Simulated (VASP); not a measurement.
Fe, 1 atom in the cell. The structure is cubic, space group Im-3m (No. 229). Conventional cell: a = 2.891 Å, b = 2.891 Å, c = 2.891 Å, α = 90.00°, β = 90.00°, γ = 90.00°. Within 3.3 Å of Fe (site symmetry m-3m) lie 14 Fe at 2.50 to 2.89 Å. 

```yaml
Program: VASP 6.6.1
Task: single point
Functional: PBEsol
Potentials_or_basis: VASP PAW PBE potentials, release 64 (Fe)
Cutoff: 520 eV
k_mesh: 12 × 12 × 12
Occupations: fermi-dirac, width 0.1 eV
Spin: collinear spin, ferromagnetic start
Starting_moments: "[4.0] μB"
Hubbard_terms: Fe d U = 5.3 eV
Dipole_correction: no
Further_INCAR_settings: ALGO = Normal; EDIFF = 1e-06; NBANDS = 14
```

Potentials or basis: VASP PAW PBE potentials, release 64 (Fe).

Launch:

```bash
$ cat potpaw_PBE.64/Fe/POTCAR > POTCAR
$ mpirun -np 1 vasp_std > vasp.out
```

Hardware: 1 thread of Intel Xeon 8259CL (shared host).

Task: Estimate the wall time of this run.

Result: It took 42 s on 1 thread of Intel Xeon 8259CL (shared host), peak memory 0.15 GiB. Counts: scf iterations 15, k points 72.
